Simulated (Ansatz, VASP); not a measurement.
Si: VASP beside Ansatz

```
CELL_PARAMETERS angstrom
0.00000 5.43000 5.43000
5.43000 0.00000 5.43000
5.43000 5.43000 0.00000
ATOMIC_POSITIONS crystal
Si 0.99880 0.00058 0.00035
Si 0.12796 0.12230 0.12177
Si 0.00188 0.99447 0.50186
Si 0.12799 0.12240 0.62799
Si 0.00225 0.50239 0.99332
Si 0.12817 0.62813 0.12197
Si 0.00235 0.50255 0.50226
Si 0.12504 0.62589 0.62477
Si 0.50033 0.00044 0.00030
Si 0.62500 0.12489 0.12503
Si 0.50037 0.00052 0.49885
Si 0.62183 0.12223 0.62796
Si 0.50055 0.49863 0.00047
Si 0.62206 0.62799 0.12193
Si 0.49360 0.50228 0.50212
Si 0.62209 0.62807 0.62811
Si 0.87505 0.37587 0.37478
```

Alike in both runs: functional PBE; dispersion D3(BJ); k mesh 2 × 2 × 2; occupations gaussian, width 0.05 eV; no spin polarisation.

Ansatz relaxed the structure, and its values are those at the end. VASP's run is a single point on that final structure, the one shown.

```csv
,VASP,Ansatz
version,VASP 6.6.1,Ansatz 0.2.0
potentials or method,"VASP PAW PBE potentials, release 64 (Si), cutoff 520 eV","scalar-relativistic, plane waves, PAW"
valence electrons in the cell,68,68
```

```csv
,VASP,Ansatz,Ansatz less VASP
rms of the force components (eV/Å),0.007,0.007,+0.0002
```

The k mesh is coarse, so the values compare programs but aren't converged.
